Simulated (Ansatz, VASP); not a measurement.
# GdN: VASP beside Ansatz

```
Gd N
1.0
     0.00000    2.47425    2.47425
     2.47425    0.00000    2.47425
     2.47425    2.47425    0.00000
Gd N
1 1
Cartesian
  0.0000 0.0000 0.0000
  2.4743 2.4743 2.4743
```

Change from the starting cell: volume scaled by 0.97, PAW files.

Alike in both runs: task electric field gradients; functional PBE; k mesh 13 × 13 × 13; occupations fermi-dirac, width 0.05 eV; collinear spin.

|  | VASP | Ansatz |
| --- | --- | --- |
| version | VASP 6.6.1 | Ansatz 0.2.0 |
| potentials or method | VASP PAW PBE potentials, release 64 (Gd, N) | PAW with Ansatz's default frozen-core files, scalar-relativistic |
| plane-wave cutoff (eV) | 520 | 420 |
| valence electrons in the cell | 23 | 23 |

|  | VASP | Ansatz | Ansatz less VASP |
| --- | --- | --- | --- |
| pressure (GPa) | 3.4 | 3.3 | -0.11 |
| net moment per atom (μB) | 3.50 | 3.50 | 0.000 |
| size of the moment on the site where the two differ most (μB) | 6.80 | 6.86 | +0.054 |

Site moments also hang on the region over which each program counts them.

Neither program's run includes spin-orbit coupling.
